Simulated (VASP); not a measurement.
# Mo in VASP: further runs

Mo is run at these levels: PBEsol; tasks: single point.

Program: VASP 6.6.1. These are calculated values, not measurements. Logs are shortened: lines on timing, memory, paths and dates and some standing lists are left out, and cuts for length are marked.

### 1 The cell of the first run

The cell holds a wire with vacuum, 5 atoms: a = 12.100 Å, b = 12.400 Å, c = 3.129 Å, α = 90.00°, β = 90.00°, γ = 90.00°.

### 2 Single point, PBEsol

The input, INCAR:

```
PREC     = Accurate       # precision mode
ENCUT    = 520            # plane-wave cutoff, eV
EDIFF    = 1E-7           # SCF threshold, eV
ISMEAR   = 0              # smearing method
SIGMA    = 0.05           # smearing width, eV
LREAL    = F              # projectors in reciprocal space
LASPH    = T              # aspherical terms in the spheres
NELM     = 80             # most SCF steps
ALGO     = Normal         # electronic algorithm
ISIF     = 2              # what is computed and relaxed
LWAVE    = F              # write WAVECAR
LCHARG   = F              # write CHGCAR
GGA      = PS             # functional
NBANDS   = 43             # bands
```

The input, KPOINTS:

```
Automatic mesh
0
Gamma
  1 1 17
```

The input, POSCAR:

```
Mo
1.0
   12.1000000000      0.0000000000      0.0000000000
    0.0000000000     12.4000000000      0.0000000000
    0.0000000000      0.0000000000      3.1292881327
Mo
5
Direct
    0.5000000000      0.5000000000      0.0000000000
    0.3706905730      0.3738190269      0.5000000000
    0.3706905730      0.6261809731      0.5000000000
    0.6293094270      0.3738190269      0.5000000000
    0.6293094270      0.6261809731      0.5000000000
```

Potentials or basis: VASP PAW PBE potentials, release 64 (Mo_sv).

Launch:

```bash
$ cat potpaw_PBE.64/Mo_sv/POTCAR > POTCAR
$ mpirun -np 1 vasp_std > vasp.out
```

OUTCAR:

```text
PREC = Accurate
   ENCUT = 520
   EDIFF = 1E-7
   ISMEAR = 0
   LREAL = F
   LASPH = T
   NELM = 80
   ISIF = 2
   GGA = PS

 ion  position               nearest neighbor table
   1  0.500  0.500  0.000-   2 2.71   3 2.71   4 2.71   5 2.71   2 2.71   3 2.71   4 2.71   5 2.71

   2  0.371  0.374  0.500-   1 2.71   1 2.71   3 3.13   4 3.13
   3  0.371  0.626  0.500-   1 2.71   1 2.71   2 3.13   5 3.13
   4  0.629  0.374  0.500-   1 2.71   1 2.71   5 3.13   2 3.13
   5  0.629  0.626  0.500-   1 2.71   1 2.71   4 3.13   3 3.13

  LATTYP: Found a simple orthorhombic cell.
 ALAT       =     3.1292881327
 B/A-ratio  =     3.8666941128
 C/A-ratio  =     3.9625625619

  Lattice vectors:

 A1 = (   0.0000000000,   0.0000000000,   3.1292881327)
 A2 = (  12.1000000000,   0.0000000000,   0.0000000000)
 A3 = (   0.0000000000,  12.4000000000,   0.0000000000)

Analysis of symmetry for initial positions (statically):
=====================================================================
 Subroutine PRICEL returns:
 Original cell was already a primitive cell.

 Routine SETGRP: Setting up the symmetry group for a
 simple orthorhombic supercell.

 Subroutine GETGRP returns: Found  8 space group operations
 (whereof  8 operations were pure point group operations)
 out of a pool of  8 trial point group operations.

The static configuration has the point symmetry D_2h.

Analysis of symmetry for dynamics (positions and initial velocities):
=====================================================================
 Subroutine PRICEL returns:
 Original cell was already a primitive cell.

 Routine SETGRP: Setting up the symmetry group for a
 simple orthorhombic supercell.

 Subroutine GETGRP returns: Found  8 space group operations
 (whereof  8 operations were pure point group operations)
 out of a pool of  8 trial point group operations.

The dynamic configuration has the point symmetry D_2h.

 Subroutine INISYM returns: Found  8 space group operations
 (whereof  8 operations are pure point group operations),
 and found     1 'primitive' translations

----------------------------------------------------------------------------------------

                                     Primitive cell

  volume of cell :     469.5184

  direct lattice vectors                    reciprocal lattice vectors
    12.100000000  0.000000000  0.000000000     0.082644628  0.000000000  0.000000000
     0.000000000 12.400000000  0.000000000     0.000000000  0.080645161  0.000000000
     0.000000000  0.000000000  3.129288133     0.000000000  0.000000000  0.319561497

  length of vectors
    12.100000000 12.400000000  3.129288133     0.082644628  0.080645161  0.319561497

  position of ions in fractional coordinates (direct lattice)
     0.500000000  0.500000000  0.000000000
     0.370690573  0.373819027  0.500000000
     0.370690573  0.626180973  0.500000000
     0.629309427  0.373819027  0.500000000
     0.629309427  0.626180973  0.500000000

  ion indices of the primitive-cell ions
   primitive index   ion index
                 1           1
                 2           2
                 3           3
                 4           4
                 5           5

----------------------------------------------------------------------------------------

 KPOINTS: Automatic mesh

Automatic generation of k-mesh.
 Grid dimensions read from file:
 generate k-points for:    1    1   17

 Generating k-lattice:

  Cartesian coordinates                     Fractional coordinates (reciprocal lattice)
     0.082644628  0.000000000  0.000000000     1.000000000  0.000000000  0.000000000
     0.000000000  0.080645161  0.000000000     0.000000000  1.000000000  0.000000000
     0.000000000  0.000000000  0.018797735     0.000000000  0.000000000  0.058823529

  Length of vectors
     0.082644628  0.080645161  0.018797735

  Shift w.r.t. Gamma in fractional coordinates (k-lattice)
     0.000000000  0.000000000  0.000000000

 Subroutine IBZKPT returns following result:
 ===========================================

 Found      9 irreducible k-points:

 Following reciprocal coordinates:
            Coordinates               Weight
  0.000000  0.000000  0.000000      1.000000
  0.000000  0.000000  0.058824      2.000000
  0.000000  0.000000  0.117647      2.000000
  0.000000  0.000000  0.176471      2.000000
  0.000000  0.000000  0.235294      2.000000
  0.000000  0.000000  0.294118      2.000000
  0.000000  0.000000  0.352941      2.000000
  0.000000  0.000000  0.411765      2.000000
  0.000000  0.000000  0.470588      2.000000
   k-points           NKPTS =      9   k-points in BZ     NKDIM =      9   number of bands    NBANDS=     43
   number of dos      NEDOS =    301   number of ions     NIONS =      5
   total plane-waves  NPLWV = 207360
   dimension x,y,z NGX =    90 NGY =   96 NGZ =   24
   dimension x,y,z NGXF=   180 NGYF=  192 NGZF=   48
   ions per type =               5
   NGX,Y,Z   is equivalent  to a cutoff of  12.37, 12.87, 12.75 a.u.
   NGXF,Y,Z  is equivalent  to a cutoff of  24.73, 25.74, 25.50 a.u.
 SYSTEM =  unknown system
   PREC   = accura    normal or accurate (medium, high low for compatibility)
   ISTART =      0    job   : 0-new  1-cont  2-samecut
   ICHARG =      2    charge: 1-file 2-atom 10-const
   ISPIN  =      1    spin polarized calculation?
   LNONCOLLINEAR =      F non collinear calculations
   LSORBIT =      F    spin-orbit coupling
   LASPH  =      T    aspherical Exc in radial PAW
   ENCUT  =  520.0 eV  38.22 Ry    6.18 a.u.  22.50 23.06  5.82*2*pi/ulx,y,z
   NELM   =     80;   NELMIN=  2; NELMDL= -5     # of ELM steps
   EDIFF  = 0.1E-06   stopping-criterion for ELM
   LREAL  =      F    real-space projection
   EDIFFG = 0.1E-05   stopping-criterion for IOM
   NSW    =      0    number of steps for IOM
   IBRION =     -1    ionic relax: 0-MD 1-quasi-New 2-CG
   NFREE  =      0    steps in history (QN), initial steepest desc. (CG)
   ISIF   =      2    stress and relaxation
   ISYM   =      2    0-nonsym 1-usesym 2-fastsym
   POTIM  = 0.5000    time-step for ionic-motion
   TEBEG  =    0.0;   TEEND  =   0.0 temperature during run
   PSTRESS=    0.0 pullay stress
   NELECT =      70.0000    total number of electrons
   NUPDOWN=      -1.0000    fix difference up-down
   EMIN   =  10.00;   EMAX   =-10.00  energy-range for DOS
   EFERMI =   0.00;   METHOD = LEGACY
   ISMEAR =     0;   SIGMA  =   0.05  broadening in eV -4-tet -1-fermi 0-gaus
   EFERMI_NEDOS =   21; number of points for ismear=-14 and -15
   IALGO  =     38    algorithm
   IMIX   =      4    mixing-type and parameters
     AMIX     =   0.40;   BMIX     =  1.00
     AMIX_MAG =   1.60;   BMIX_MAG =  1.00
  volume/ion in A,a.u.               =      93.90       633.69
  Fermi-wavevector in a.u.,A,eV,Ry     =   0.868074  1.640422 10.252699  0.753552
  Thomas-Fermi vector in A             =   1.986700
   LORBIT       =      0    0 simple, 1 ext, 2 COOP (PROOUT), +10 PAW based schemes
   GGA     = PS    functional components
   LHFCALC =     F    Hartree Fock is set to
   AEXX    =    0.0000 exact exchange contribution
   IVDW    =     0    specifies the selected vdW correction
   LEPSILON=     F    determine dielectric tensor
   LRPA    =     F    only Hartree local field effects (RPA)
 non-spin polarized calculation
 Gauss-broadening in eV      SIGMA  =   0.05
  energy-cutoff  :      520.00
  volume of cell :      469.52
 maximum number of plane-waves:     12682
 NGX is ok and might be reduce to    90
   NGX = 45   NGY = 47   NGZ = 11

 number of electron      69.9999997 magnetization

 Free energy of the ion-electron system (eV)
  ---------------------------------------------------
  ext. energy  EPLUGINS =         0.00000000
  ---------------------------------------------------
  free energy    TOTEN  =       -42.12105471 eV

  energy without entropy =      -42.09959849  energy(sigma->0) =      -42.11032660

 E-fermi :  -0.9156     XC(G=0):  -4.0239

 val. band max:       -0.9361893696   @ k =   0.0000   0.0000   0.4706
 cond. band min:      -0.8593192248   @ k =   0.0000   0.0000   0.4118
 fundamental gap:      0.0768701448
 Fermi energy:        -0.9156295912

 k-point     1 :       0.0000    0.0000    0.0000
  band No.  band energies     occupation
      1     -61.8188      2.00000
      2     -61.6383      2.00000
      3     -61.6383      2.00000
      4     -61.6276      2.00000
      5     -61.5655      2.00000
      6     -36.2546      2.00000
[... 35 lines left out ...]
     42      -0.0357      0.00000
     43       0.2664      0.00000

 k-point     2 :       0.0000    0.0000    0.0588
  band No.  band energies     occupation
      1     -61.8162      2.00000
      2     -61.6376      2.00000
      3     -61.6376      2.00000
      4     -61.6268      2.00000
      5     -61.5666      2.00000
      6     -36.2501      2.00000
[... 35 lines left out ...]
     42       0.1914      0.00000
     43       0.3312      0.00000

 k-point     3 :       0.0000    0.0000    0.1176
  band No.  band energies     occupation
      1     -61.8086      2.00000
      2     -61.6355      2.00000
      3     -61.6355      2.00000
      4     -61.6248      2.00000
      5     -61.5702      2.00000
      6     -36.2373      2.00000
[... 35 lines left out ...]
     42       0.1571      0.00000
     43       0.1700      0.00000

 k-point     4 :       0.0000    0.0000    0.1765
  band No.  band energies     occupation
      1     -61.7965      2.00000
      2     -61.6324      2.00000
      3     -61.6324      2.00000
      4     -61.6217      2.00000
      5     -61.5761      2.00000
      6     -36.2188      2.00000
[... 173 lines left out ...]
     42       0.4583      0.00000
     43       0.4603      0.00000

 k-point     8 :       0.0000    0.0000    0.4118
  band No.  band energies     occupation
      1     -61.7267      2.00000
      2     -61.6184      2.00000
      3     -61.6184      2.00000
      4     -61.6181      2.00000
      5     -61.6081      2.00000
      6     -36.4038      2.00000
[... 35 lines left out ...]
     42       0.7154      0.00000
     43       0.8749      0.00000

 k-point     9 :       0.0000    0.0000    0.4706
  band No.  band energies     occupation
      1     -61.7157      2.00000
      2     -61.6263      2.00000
      3     -61.6170      2.00000
      4     -61.6170      2.00000
      5     -61.6067      2.00000
      6     -36.4258      2.00000
[... 35 lines left out ...]
     42       0.6218      0.00000
     43       1.0728      0.00000

------------------------ aborting loop because EDIFF is reached ----------------------------------------

  FORCE on cell =-STRESS in cart. coord.  units (eV):
  Direction    XX          YY          ZZ          XY          YZ          ZX
  --------------------------------------------------------------------------------------
  -------------------------------------------------------------------------------------
  Total      -17.0450870    -17.0377656    -20.9293574      0.0000000      0.0000000     -0.0000000
  in kB      -58.1643924    -58.1394089    -71.4190169      0.0000000      0.0000000     -0.0000000
  external PRESSURE =     -62.5742728 kB  Pullay stress =       0.0000000 kB

 VOLUME and BASIS-vectors are now :
 -----------------------------------------------------------------------------
  energy-cutoff  :      520.00
  volume of cell :      469.52
      direct lattice vectors                 reciprocal lattice vectors
    12.100000000  0.000000000  0.000000000     0.082644628  0.000000000  0.000000000
     0.000000000 12.400000000  0.000000000     0.000000000  0.080645161  0.000000000
     0.000000000  0.000000000  3.129288133     0.000000000  0.000000000  0.319561497

 POSITION                                       TOTAL-FORCE (eV/Angst)
 -----------------------------------------------------------------------------------
      6.05000      6.20000      0.00000         0.000000      0.000000      0.000000
      4.48536      4.63536      1.56464         2.717812      2.716467     -0.000000
      4.48536      7.76464      1.56464         2.717812     -2.716467      0.000000
      7.61464      4.63536      1.56464        -2.717812      2.716467      0.000000
      7.61464      7.76464      1.56464        -2.717812     -2.716467      0.000000
 -----------------------------------------------------------------------------------
    total drift:                               -0.000000     -0.000000      0.000000

  FREE ENERGIE OF THE ION-ELECTRON SYSTEM (eV)
  ---------------------------------------------------
  free  energy   TOTEN  =       -42.1210547146 eV

  energy  without entropy=      -42.0995984942  energy(sigma->0) =      -42.11032660
```

Run time: 4.6 min. Hardware: 1 thread of Intel Xeon Platinum 8488C (Sapphire Rapids), shared host; peak memory 0.49 GiB.

What came out:

| Property | Result |
| --- | --- |
| Free energy | -42.1211 eV |
| Largest force | 3.843 eV/Å |
| Band gap on the k mesh | zero (band 35 reaches -0.69 eV, above the bottom of band 36 at -0.98 eV) |

Forces in eV/Å, atoms in the order of the input:
```
Mo   0.000  0.000  0.000
Mo   2.718  2.716  0.000
Mo   2.718 -2.716  0.000
Mo  -2.718  2.716  0.000
Mo  -2.718 -2.716  0.000
```

Caveat: the PAW data sets were made with another functional, which shifts forces and pressure a little.

### 3 Single point, PBEsol

This run uses another cell than the first one, of 100.76 Å³/atom, 1.073 times its volume.

The input, INCAR:

```
SYSTEM = Mo
  PREC = Accurate
  ENCUT = 520
  EDIFF = 1E-6
  ISMEAR = 0
  SIGMA = 0.05
  LREAL = .False.
  LASPH = .True.
  NELM = 80
  ALGO = Normal
  ISIF = 2
  LWAVE = .False.
  LCHARG = .True.
  GGA = PS
  LELF = .True.
  LVHAR = .True.
  NBANDS = 43
```

The input, KPOINTS:

```
regular mesh
0
Gamma
  1 1 17
  0 0 0
```

The input, POSCAR:

```
Mo
1.0
   12.1000000000      0.0000000000      0.0000000000
    0.0000000000     12.4000000000      0.0000000000
    0.0000000000      0.0000000000      3.3577873983
Mo
5
Direct
    0.5000000000      0.5000000000      0.0000000000
    0.3970003989      0.3931498508      0.5000000000
    0.3970003989      0.6068501492      0.5000000000
    0.6029996011      0.3931498508      0.5000000000
    0.6029996011      0.6068501492      0.5000000000
```

Potentials or basis: VASP PAW PBE potentials, release 64 (Mo_sv).

Launch:

```bash
$ cat potpaw_PBE.64/Mo_sv/POTCAR > POTCAR
$ mpirun -np 1 vasp_std > vasp.out
```

OUTCAR:

```text
SYSTEM = Mo
   PREC = Accurate
   ENCUT = 520
   EDIFF = 1E-6
   ISMEAR = 0
   LREAL = .False.
   LASPH = .True.
   NELM = 80
   ISIF = 2
   GGA = PS

 ion  position               nearest neighbor table
   1  0.500  0.500  0.000-   2 2.48   3 2.48   4 2.48   5 2.48   2 2.48   3 2.48   4 2.48   5 2.48

   2  0.397  0.393  0.500-   1 2.48   1 2.48   4 2.49   3 2.65
   3  0.397  0.607  0.500-   1 2.48   1 2.48   5 2.49   2 2.65
   4  0.603  0.393  0.500-   1 2.48   1 2.48   2 2.49   5 2.65
   5  0.603  0.607  0.500-   1 2.48   1 2.48   3 2.49   4 2.65

  LATTYP: Found a simple orthorhombic cell.
 ALAT       =     3.3577873983
 B/A-ratio  =     3.6035634675
 C/A-ratio  =     3.6929080162

  Lattice vectors:

 A1 = (   0.0000000000,   0.0000000000,   3.3577873983)
 A2 = (  12.1000000000,   0.0000000000,   0.0000000000)
 A3 = (   0.0000000000,  12.4000000000,   0.0000000000)

Analysis of symmetry for initial positions (statically):
=====================================================================
 Subroutine PRICEL returns:
 Original cell was already a primitive cell.

[... 161 lines left out ...]

 val. band max:       -0.9428722262   @ k =   0.0000   0.0000   0.3529
 cond. band min:      -0.8375023777   @ k =   0.0000   0.0000   0.2941
 fundamental gap:      0.1053698484
 Fermi energy:        -0.8612615608

 k-point     1 :       0.0000    0.0000    0.0000
  band No.  band energies     occupation
      1     -61.8939      2.00000
      2     -61.5426      2.00000
      3     -61.4697      2.00000
      4     -61.3880      2.00000
      5     -61.2187      2.00000
      6     -36.7098      2.00000
[... 403 lines left out ...]
     42       1.1286      0.00000
     43       1.3104      0.00000

------------------------ aborting loop because EDIFF is reached ----------------------------------------

  FORCE on cell =-STRESS in cart. coord.  units (eV):
  Direction    XX          YY          ZZ          XY          YZ          ZX
  --------------------------------------------------------------------------------------
  -------------------------------------------------------------------------------------
  Total        0.3697251      0.2930803      0.3918363      0.0000000      0.0000000      0.0000000
  in kB        1.1757887      0.9320451      1.2461059      0.0000000      0.0000000      0.0000000
  external PRESSURE =       1.1179799 kB  Pullay stress =       0.0000000 kB

 VOLUME and BASIS-vectors are now :
 -----------------------------------------------------------------------------
  energy-cutoff  :      520.00
  volume of cell :      503.80
      direct lattice vectors                 reciprocal lattice vectors
    12.100000000  0.000000000  0.000000000     0.082644628  0.000000000  0.000000000
     0.000000000 12.400000000  0.000000000     0.000000000  0.080645161  0.000000000
     0.000000000  0.000000000  3.357787398     0.000000000  0.000000000  0.297815163

 POSITION                                       TOTAL-FORCE (eV/Angst)
 -----------------------------------------------------------------------------------
      6.05000      6.20000      0.00000         0.000000     -0.000000      0.000000
      4.80370      4.87506      1.67889        -0.080161     -0.063484      0.000000
      4.80370      7.52494      1.67889        -0.080161      0.063484      0.000000
      7.29630      4.87506      1.67889         0.080161     -0.063484     -0.000000
      7.29630      7.52494      1.67889         0.080161      0.063484     -0.000000
 -----------------------------------------------------------------------------------
    total drift:                               -0.000000     -0.000000      0.000000

  FREE ENERGIE OF THE ION-ELECTRON SYSTEM (eV)
  ---------------------------------------------------
  free  energy   TOTEN  =       -45.5831618095 eV

  energy  without entropy=      -45.5765296901  energy(sigma->0) =      -45.57984575
```

It took 5.3 min on 1 thread of Intel Xeon Platinum 8488C (Sapphire Rapids), shared host; peak memory 0.57 GiB.

Results:

* Free energy: -45.5832 eV
* Largest force: 0.102 eV/Å
* Band gap on the k mesh: zero (band 35 reaches -0.83 eV, above the bottom of band 36 at -0.96 eV)

Forces in eV/Å, atoms in the order of the input:
```
Mo   0.000  0.000  0.000
Mo  -0.080 -0.063  0.000
Mo  -0.080  0.063  0.000
Mo   0.080 -0.063  0.000
Mo   0.080  0.063  0.000
```

Caveat: the PAW data sets were made with another functional, which shifts forces and pressure a little.
